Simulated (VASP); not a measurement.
# Ba (Pm-3m) in VASP: notebook

The runs below take Ba through single point, with PBE.

Everything below comes from runs of VASP 6.6.1. Logs are shortened: lines on timing, memory, paths and dates and some standing lists are left out, and cuts for length are marked.

## Step 1: The cell of the first run

It takes space group Pm-3m (No. 221, cubic). The conventional cell has a = 3.954 Å, b = 3.954 Å, c = 3.954 Å, α = 90.00°, β = 90.00°, γ = 90.00°. Within 5.2 Å of Ba (site symmetry m-3m) lie 6 Ba at 3.95 Å.

## Step 2: Single point, PBE

Input file INCAR:

```
  ALGO = Normal
  EDIFF = 1E-6
  ENCUT = 520
  GGA = PE
  ISIF = 2
  ISMEAR = -1
  LASPH = T
  LCHARG = F
  LREAL = F
  LWAVE = F
  NBANDS = 11
  NELM = 80
  PREC = Accurate
  SIGMA = 0.1
```

Input file KPOINTS:

```
k-points
0
Gamma
  8 8 8
```

Input file POSCAR:

```
Ba
1.0
    3.9541458470      0.0000000000      0.0000000000
    0.0000000000      3.9541458470      0.0000000000
    0.0000000000      0.0000000000      3.9541458470
Ba
1
Direct
    0.0000000000      0.0000000000      0.0000000000
```

Potentials or basis: VASP PAW PBE potentials, release 64 (Ba_sv).

Command:

```sh
cat potpaw_PBE.64/Ba_sv/POTCAR > POTCAR
mpirun -np 1 vasp_std > vasp.out
```

OUTCAR:

```text
EDIFF = 1E-6
   ENCUT = 520
   GGA = PE
   ISIF = 2
   ISMEAR = -1
   LASPH = T
   LREAL = F
   NELM = 80
   PREC = Accurate

 ion  position               nearest neighbor table
   1  0.000  0.000  0.000-

  LATTYP: Found a simple cubic cell.
 ALAT       =     3.9541458470

  Lattice vectors:

 A1 = (   3.9541458470,   0.0000000000,   0.0000000000)
 A2 = (   0.0000000000,   3.9541458470,   0.0000000000)
 A3 = (   0.0000000000,   0.0000000000,   3.9541458470)

Analysis of symmetry for initial positions (statically):
=====================================================================
 Subroutine PRICEL returns:
 Original cell was already a primitive cell.

 Routine SETGRP: Setting up the symmetry group for a
 simple cubic supercell.

 Subroutine GETGRP returns: Found 48 space group operations
 (whereof 48 operations were pure point group operations)
 out of a pool of 48 trial point group operations.

The static configuration has the point symmetry O_h .

Analysis of symmetry for dynamics (positions and initial velocities):
=====================================================================
 Subroutine PRICEL returns:
 Original cell was already a primitive cell.

 Routine SETGRP: Setting up the symmetry group for a
 simple cubic supercell.

 Subroutine GETGRP returns: Found 48 space group operations
 (whereof 48 operations were pure point group operations)
 out of a pool of 48 trial point group operations.

The dynamic configuration has the point symmetry O_h .

 Subroutine INISYM returns: Found 48 space group operations
 (whereof 48 operations are pure point group operations),
 and found     1 'primitive' translations

----------------------------------------------------------------------------------------

                                     Primitive cell

  volume of cell :      61.8241

  direct lattice vectors                    reciprocal lattice vectors
     3.954145847  0.000000000  0.000000000     0.252899119  0.000000000  0.000000000
     0.000000000  3.954145847  0.000000000     0.000000000  0.252899119  0.000000000
     0.000000000  0.000000000  3.954145847     0.000000000  0.000000000  0.252899119

  length of vectors
     3.954145847  3.954145847  3.954145847     0.252899119  0.252899119  0.252899119

  position of ions in fractional coordinates (direct lattice)
     0.000000000  0.000000000  0.000000000

  ion indices of the primitive-cell ions
   primitive index   ion index
                 1           1

----------------------------------------------------------------------------------------

 KPOINTS: k-points

Automatic generation of k-mesh.
 Grid dimensions read from file:
 generate k-points for:    8    8    8

 Generating k-lattice:

  Cartesian coordinates                     Fractional coordinates (reciprocal lattice)
     0.031612390  0.000000000  0.000000000     0.125000000  0.000000000  0.000000000
     0.000000000  0.031612390  0.000000000     0.000000000  0.125000000  0.000000000
     0.000000000  0.000000000  0.031612390     0.000000000  0.000000000  0.125000000

  Length of vectors
     0.031612390  0.031612390  0.031612390

  Shift w.r.t. Gamma in fractional coordinates (k-lattice)
     0.000000000  0.000000000  0.000000000

 Subroutine IBZKPT returns following result:
 ===========================================

 Found     35 irreducible k-points:

 Following reciprocal coordinates:
            Coordinates               Weight
  0.000000  0.000000  0.000000      1.000000
  0.125000  0.000000  0.000000      6.000000
  0.250000  0.000000  0.000000      6.000000
  0.375000  0.000000  0.000000      6.000000
  0.500000  0.000000  0.000000      3.000000
  0.125000  0.125000  0.000000     12.000000
[... 16 lines left out ...]
  0.375000  0.375000  0.125000     24.000000
  0.500000  0.375000  0.125000     24.000000
 [... further k-points ...]
   k-points           NKPTS =     35   k-points in BZ     NKDIM =     35   number of bands    NBANDS=     11
   number of dos      NEDOS =    301   number of ions     NIONS =      1
   total plane-waves  NPLWV =  27000
   dimension x,y,z NGX =    30 NGY =   30 NGZ =   30
   dimension x,y,z NGXF=    60 NGYF=   60 NGZF=   60
   ions per type =               1
   NGX,Y,Z   is equivalent  to a cutoff of  12.61, 12.61, 12.61 a.u.
   NGXF,Y,Z  is equivalent  to a cutoff of  25.23, 25.23, 25.23 a.u.
 SYSTEM =  unknown system
   PREC   = accura    normal or accurate (medium, high low for compatibility)
   ISTART =      0    job   : 0-new  1-cont  2-samecut
   ICHARG =      2    charge: 1-file 2-atom 10-const
   ISPIN  =      1    spin polarized calculation?
   LNONCOLLINEAR =      F non collinear calculations
   LSORBIT =      F    spin-orbit coupling
   LASPH  =      T    aspherical Exc in radial PAW
   ENCUT  =  520.0 eV  38.22 Ry    6.18 a.u.   7.35  7.35  7.35*2*pi/ulx,y,z
   NELM   =     80;   NELMIN=  2; NELMDL= -5     # of ELM steps
   EDIFF  = 0.1E-05   stopping-criterion for ELM
   LREAL  =      F    real-space projection
   EDIFFG = 0.1E-04   stopping-criterion for IOM
   NSW    =      0    number of steps for IOM
   IBRION =     -1    ionic relax: 0-MD 1-quasi-New 2-CG
   NFREE  =      0    steps in history (QN), initial steepest desc. (CG)
   ISIF   =      2    stress and relaxation
   ISYM   =      2    0-nonsym 1-usesym 2-fastsym
   POTIM  = 0.5000    time-step for ionic-motion
   TEBEG  =    0.0;   TEEND  =   0.0 temperature during run
   PSTRESS=    0.0 pullay stress
   NELECT =      10.0000    total number of electrons
   NUPDOWN=      -1.0000    fix difference up-down
   EMIN   =  10.00;   EMAX   =-10.00  energy-range for DOS
   EFERMI =   0.00;   METHOD = LEGACY
   ISMEAR =    -1;   SIGMA  =   0.10  broadening in eV -4-tet -1-fermi 0-gaus
   EFERMI_NEDOS =   21; number of points for ismear=-14 and -15
   IALGO  =     38    algorithm
   IMIX   =      4    mixing-type and parameters
     AMIX     =   0.40;   BMIX     =  1.00
     AMIX_MAG =   1.60;   BMIX_MAG =  1.00
  volume/ion in A,a.u.               =      61.82       417.21
  Fermi-wavevector in a.u.,A,eV,Ry     =   0.891981  1.685599 10.825199  0.795630
  Thomas-Fermi vector in A             =   2.013871
   LORBIT       =      0    0 simple, 1 ext, 2 COOP (PROOUT), +10 PAW based schemes
   GGA     = PE    functional components
[... 5 lines left out ...]
 non-spin polarized calculation
  energy-cutoff  :      520.00
  volume of cell :       61.82
 maximum number of plane-waves:      1743
 NGX is ok and might be reduce to    30
   NGX = 15   NGY = 15   NGZ = 15

 number of electron      10.0000000 magnetization

 number of electron       9.9999999 magnetization

 Free energy of the ion-electron system (eV)
  ---------------------------------------------------
  ext. energy  EPLUGINS =         0.00000000
  ---------------------------------------------------
  free energy    TOTEN  =        -1.61183727 eV

  energy without entropy =       -1.57496105  energy(sigma->0) =       -1.59339916

 E-fermi :   1.6463     XC(G=0):  -7.4512

 val. band max:        1.6032133035   @ k =   0.5000   0.5000   0.5000
 cond. band min:       1.6884003598   @ k =   0.0000   0.0000   0.0000
 fundamental gap:      0.0851870563
 Fermi energy:         1.6462904791

 k-point     1 :       0.0000    0.0000    0.0000
  band No.  band energies     occupation
      1     -27.5135      2.00000
      2     -12.3528      2.00000
      3     -12.3528      2.00000
      4     -12.3528      2.00000
      5      -0.9398      2.00000
      6       1.6884      0.79251
      7       1.6884      0.79251
      8       6.4892      0.00000
      9       6.4892      0.00000
     10       6.4892      0.00000
     11       9.2159      0.00000

 k-point     2 :       0.1250    0.0000    0.0000
  band No.  band energies     occupation
      1     -27.5050      2.00000
      2     -12.4644      2.00000
      3     -12.3433      2.00000
      4     -12.3433      2.00000
      5      -0.7115      2.00000
      6       1.7603      0.48461
      7       1.9232      0.11804
      8       5.9472      0.00000
      9       5.9472      0.00000
     10       6.5249      0.00000
     11       8.3345      0.00000

 k-point     3 :       0.2500    0.0000    0.0000
  band No.  band energies     occupation
      1     -27.4845      2.00000
      2     -12.7205      2.00000
      3     -12.3201      2.00000
      4     -12.3201      2.00000
      5      -0.1441      2.00000
      6       1.9481      0.09327
      7       2.4491      0.00065
      8       5.0885      0.00000
      9       5.0885      0.00000
     10       6.6139      0.00000
     11       7.3461      0.00000

 k-point     4 :       0.3750    0.0000    0.0000
  band No.  band energies     occupation
      1     -27.4637      2.00000
      2     -12.9601      2.00000
      3     -12.2967      2.00000
      4     -12.2967      2.00000
      5       0.5371      1.99997
      6       2.1612      0.01154
      7       2.6202      0.00012
      8       4.4752      0.00000
      9       4.4752      0.00000
     10       6.7073      0.00000
     11       7.5329      0.00000

 k-point     5 :       0.5000    0.0000    0.0000
  band No.  band energies     occupation
      1     -27.4551      2.00000
      2     -13.0551      2.00000
      3     -12.2870      2.00000
      4     -12.2870      2.00000
      5       0.9397      1.99829
      6       2.2592      0.00435
      7       2.4243      0.00084
      8       4.2589      0.00000
      9       4.2589      0.00000
     10       6.7475      0.00000
     11       8.4046      0.00000

 k-point     6 :       0.1250    0.1250    0.0000
  band No.  band energies     occupation
      1     -27.4966      2.00000
      2     -12.4603      2.00000
      3     -12.4477      2.00000
      4     -12.3338      2.00000
      5      -0.4849      2.00000
      6       1.9094      0.13434
      7       2.0817      0.02539
      8       5.3491      0.00000
      9       5.8666      0.00000
     10       6.1475      0.00000
     11       8.9137      0.00000

 k-point     7 :       0.2500    0.1250    0.0000
  band No.  band energies     occupation
      1     -27.4761      2.00000
      2     -12.7083      2.00000
      3     -12.4282      2.00000
      4     -12.3108      2.00000
      5       0.0726      2.00000
      6       2.1149      0.01827
      7       2.5653      0.00020
      8       4.5455      0.00000
      9       5.1338      0.00000
     10       6.1581      0.00000
     11       7.8181      0.00000

 k-point     8 :       0.3750    0.1250    0.0000
  band No.  band energies     occupation
      1     -27.4555      2.00000
      2     -12.9460      2.00000
      3     -12.4027      2.00000
      4     -12.2876      2.00000
      5       0.7504      1.99974
      6       2.2805      0.00351
      7       2.5577      0.00022
      8       4.3667      0.00000
      9       4.5355      0.00000
     10       6.2683      0.00000
     11       7.7096      0.00000
[... 141 lines left out ...]
 k-point    19 :       0.5000    0.1250    0.1250
  band No.  band energies     occupation
      1     -27.4387      2.00000
      2     -13.0259      2.00000
      3     -12.3873      2.00000
      4     -12.3772      2.00000
      5       1.5079      1.59932
      6       1.9213      0.12014
      7       2.7019      0.00005
      8       3.6052      0.00000
      9       5.1456      0.00000
     10       5.8339      0.00000
     11       8.4261      0.00000

 k-point    20 :       0.2500    0.2500    0.1250
  band No.  band energies     occupation
      1     -27.4477      2.00000
      2     -12.6775      2.00000
      3     -12.6544      2.00000
      4     -12.3933      2.00000
      5       0.7505      1.99974
      6       2.4813      0.00047
      7       3.1253      0.00000
      8       3.9809      0.00000
      9       4.6839      0.00000
     10       4.9125      0.00000
     11       9.0805      0.00000

 k-point    21 :       0.3750    0.2500    0.1250
  band No.  band energies     occupation
      1     -27.4273      2.00000
      2     -12.8983      2.00000
      3     -12.6353      2.00000
      4     -12.3686      2.00000
      5       1.2083      1.97525
      6       2.2694      0.00393
      7       3.2992      0.00000
      8       3.6977      0.00000
      9       4.9894      0.00000
     10       5.1644      0.00000
     11       8.4219      0.00000

 k-point    22 :       0.5000    0.2500    0.1250
  band No.  band energies     occupation
      1     -27.4189      2.00000
      2     -12.9904      2.00000
      3     -12.6228      2.00000
      4     -12.3583      2.00000
      5       1.4396      1.77528
      6       2.0903      0.02333
      7       3.3749      0.00000
      8       3.4118      0.00000
      9       5.0874      0.00000
     10       5.7216      0.00000
     11       8.4237      0.00000

 k-point    23 :       0.3750    0.3750    0.1250
  band No.  band energies     occupation
      1     -27.4072      2.00000
      2     -12.8689      2.00000
      3     -12.8582      2.00000
      4     -12.3445      2.00000
      5       1.0729      1.99355
      6       2.3873      0.00121
      7       3.6397      0.00000
      8       3.7620      0.00000
      9       5.3380      0.00000
     10       5.3627      0.00000
     11       8.4171      0.00000

 k-point    24 :       0.5000    0.3750    0.1250
  band No.  band energies     occupation
      1     -27.3988      2.00000
      2     -12.9543      2.00000
      3     -12.8491      2.00000
      4     -12.3344      2.00000
      5       0.9483      1.99814
      6       2.5583      0.00022
      7       3.4801      0.00000
      8       3.7764      0.00000
      9       5.4277      0.00000
     10       6.0873      0.00000
     11       8.2032      0.00000

 [... further k-points ...]

------------------------ aborting loop because EDIFF is reached ----------------------------------------

  FORCE on cell =-STRESS in cart. coord.  units (eV):
  Direction    XX          YY          ZZ          XY          YZ          ZX
  --------------------------------------------------------------------------------------
  -------------------------------------------------------------------------------------
  Total        0.0442542      0.0442542      0.0442542     -0.0000000      0.0000000     -0.0000000
  in kB        1.1468513      1.1468513      1.1468513     -0.0000000      0.0000000     -0.0000000
  external PRESSURE =       1.1468513 kB  Pullay stress =       0.0000000 kB

 VOLUME and BASIS-vectors are now :
 -----------------------------------------------------------------------------
  energy-cutoff  :      520.00
  volume of cell :       61.82
      direct lattice vectors                 reciprocal lattice vectors
     3.954145847  0.000000000  0.000000000     0.252899119  0.000000000  0.000000000
     0.000000000  3.954145847  0.000000000     0.000000000  0.252899119  0.000000000
     0.000000000  0.000000000  3.954145847     0.000000000  0.000000000  0.252899119

 POSITION                                       TOTAL-FORCE (eV/Angst)
 -----------------------------------------------------------------------------------
      0.00000      0.00000      0.00000         0.000000      0.000000      0.000000
 -----------------------------------------------------------------------------------
    total drift:                               -0.000000      0.000000     -0.000000

  FREE ENERGIE OF THE ION-ELECTRON SYSTEM (eV)
  ---------------------------------------------------
  free  energy   TOTEN  =        -1.6118372727 eV

  energy  without entropy=       -1.5749610545  energy(sigma->0) =       -1.59339916
```

It took 12 s on 1 thread of Intel Xeon Platinum 8259CL at 2.50GHz (Skylake/Cascade Lake), shared host; peak memory 0.17 GiB.

Results:

* Free energy: -1.6118 eV
* Pressure: 0.1 GPa
* Band gap on the k mesh: zero (filled and empty bands touch)

Levels at points of the mesh, in eV from the Fermi level:
| k point | band 1 | band 2 | band 3 | band 4 | band 5 | band 6 | band 7 | band 8 | band 9 | band 10 |
| --- | --- | --- | --- | --- | --- | --- | --- | --- | --- | --- |
| (0.00, 0.00, 0.00) | -29.16 | -14.00 | -14.00 | -14.00 | -2.59 | 0.04 | 0.04 | 4.84 | 4.84 | 4.84 |
| (0.50, 0.00, 0.00) | -29.10 | -14.70 | -13.93 | -13.93 | -0.71 | 0.61 | 0.78 | 2.61 | 2.61 | 5.10 |
| (0.50, 0.50, 0.00) | -29.04 | -14.60 | -14.60 | -13.87 | -0.99 | 0.69 | 3.10 | 3.10 | 3.35 | 3.35 |
| (0.50, 0.50, 0.50) | -28.99 | -14.51 | -14.51 | -14.51 | -0.04 | -0.04 | -0.04 | 3.92 | 6.47 | 6.50 |

Caveat: spin-orbit coupling is left out, which moves the levels of the heavy elements.

## Step 3: Single point, PBE

Input file INCAR:

```
SYSTEM = Ba
  PREC = Accurate
  ENCUT = 520
  EDIFF = 1E-6
  ISMEAR = -1
  SIGMA = 0.1
  LREAL = .FALSE.
  LASPH = .TRUE.
  NELM = 100
  ALGO = Normal
  ISIF = 2
  LWAVE = .FALSE.
  LCHARG = .FALSE.
  GGA = PE
  NBANDS = 11
```

Input file KPOINTS:

```
Automatic mesh
0
G
  9 9 9
  0 0 0
```

POSCAR is that of step 2.

Potentials or basis: VASP PAW PBE potentials, release 64 (Ba_sv).

Command:

```sh
cat potpaw_PBE.64/Ba_sv/POTCAR > POTCAR
mpirun -np 1 vasp_std > vasp.out
```

OUTCAR:

```text
SYSTEM = Ba
   PREC = Accurate
   ENCUT = 520
   EDIFF = 1E-6
   ISMEAR = -1
   LREAL = .FALSE.
   LASPH = .TRUE.
   NELM = 100
   ISIF = 2
   GGA = PE

 ion  position               nearest neighbor table
   1  0.000  0.000  0.000-

  LATTYP: Found a simple cubic cell.
 ALAT       =     3.9541458470

  Lattice vectors:

 A1 = (   3.9541458470,   0.0000000000,   0.0000000000)
 A2 = (   0.0000000000,   3.9541458470,   0.0000000000)
 A3 = (   0.0000000000,   0.0000000000,   3.9541458470)

[... 514 lines left out ...]
     10       5.7093      0.00000
     11       8.2648      0.00000

 [... further k-points ...]

------------------------ aborting loop because EDIFF is reached ----------------------------------------

  FORCE on cell =-STRESS in cart. coord.  units (eV):
  Direction    XX          YY          ZZ          XY          YZ          ZX
  --------------------------------------------------------------------------------------
  -------------------------------------------------------------------------------------
  Total        0.0487640      0.0487640      0.0487640      0.0000000      0.0000000     -0.0000000
  in kB        1.2637239      1.2637239      1.2637239      0.0000000      0.0000000     -0.0000000
  external PRESSURE =       1.2637239 kB  Pullay stress =       0.0000000 kB

 VOLUME and BASIS-vectors are now :
 -----------------------------------------------------------------------------
  energy-cutoff  :      520.00
  volume of cell :       61.82
      direct lattice vectors                 reciprocal lattice vectors
     3.954145847  0.000000000  0.000000000     0.252899119  0.000000000  0.000000000
     0.000000000  3.954145847  0.000000000     0.000000000  0.252899119  0.000000000
     0.000000000  0.000000000  3.954145847     0.000000000  0.000000000  0.252899119

 POSITION                                       TOTAL-FORCE (eV/Angst)
 -----------------------------------------------------------------------------------
      0.00000      0.00000      0.00000         0.000000      0.000000      0.000000
 -----------------------------------------------------------------------------------
    total drift:                                0.000000      0.000000     -0.000000

  FREE ENERGIE OF THE ION-ELECTRON SYSTEM (eV)
  ---------------------------------------------------
  free  energy   TOTEN  =        -1.6127443503 eV

  energy  without entropy=       -1.5770777096  energy(sigma->0) =       -1.59491103
```

It took 13 s on 1 thread of Intel Xeon Platinum 8259CL at 2.50GHz (Skylake/Cascade Lake), shared host; peak memory 0.17 GiB.

What came out:

```
Free energy            : -1.6127 eV
Pressure               : 0.1 GPa
Band gap on the k mesh : 0.12 eV, indirect (least direct gap 0.13 eV)
```

Levels at points of the mesh, in eV from the valence-band top:
| k point | band 1 | band 2 | band 3 | band 4 | band 5 | band 6 | band 7 | band 8 | band 9 | band 10 |
| --- | --- | --- | --- | --- | --- | --- | --- | --- | --- | --- |
| (0.00, 0.00, 0.00) | -29.08 | -13.92 | -13.92 | -13.92 | -2.50 | 0.12 | 0.12 | 4.92 | 4.92 | 4.92 |

Caveat: spin-orbit coupling is left out, which moves the levels of the heavy elements.

(Continued in part 2 of 2.)
